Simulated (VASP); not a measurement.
Wanted: the native input for a VASP 6.6.1 run.

```yaml
Task: single point
Functional: PBEsol
Dispersion: D3(BJ)
Potentials_or_basis: VASP PAW PBE potentials, release 64 (Sn_d, Al)
Cutoff: 520 eV
k_mesh: 7 × 7 × 8
Occupations: fermi-dirac, width 0.05 eV
Spin: no spin polarisation
Dipole_correction: no
Further_INCAR_settings: ALGO = Normal; EDIFF = 1e-07; NBANDS = 16
```

The structure of AlSn lies in POSCAR:

```
AlSn
1.0
    4.1981056157      0.0000000000      0.0000000000
   -2.0990528078      3.6356661109      0.0000000000
    0.0000000000      0.0000000000      3.3068470000
Sn Al
1 1
Direct
    0.3333333333      0.6666666667      0.5000000000
    0.0000000000      0.0000000000      0.0000000000
```

One way to write it, as run:

INCAR

```
SYSTEM = AlSn
ALGO = Normal ; EDIFF = 1E-7
ENCUT = 520 ; GGA = PS
ISIF = 2 ; ISMEAR = -1
IVDW = 12 ; LASPH = .True.
LCHARG = .False. ; LREAL = .False.
LWAVE = .False. ; NBANDS = 16
NELM = 60 ; PREC = Accurate
SIGMA = 0.05
```

KPOINTS

```
k-points
0
Gamma
  7 7 8
  0 0 0
```

Potentials or basis: VASP PAW PBE potentials, release 64 (Sn_d, Al).

Command:

```console
$ cat potpaw_PBE.64/Sn_d/POTCAR potpaw_PBE.64/Al/POTCAR > POTCAR
$ mpirun -np 1 vasp_std > vasp.out
```

Results of the run:

| Property | Result |
| --- | --- |
| Pressure | -3.8 GPa |
| Dispersion energy per atom | -0.305 eV |

Caveat: three body term missing; the PAW data sets were made with another functional, which shifts forces and pressure a little; pairwise dispersion overbinds metals, which lowers pressure and volume.

Run time: 15 s on 1 thread of Intel(R) Xeon(R) Platinum 8559C (Emerald Rapids) (shared host), peak memory 0.19 GiB.
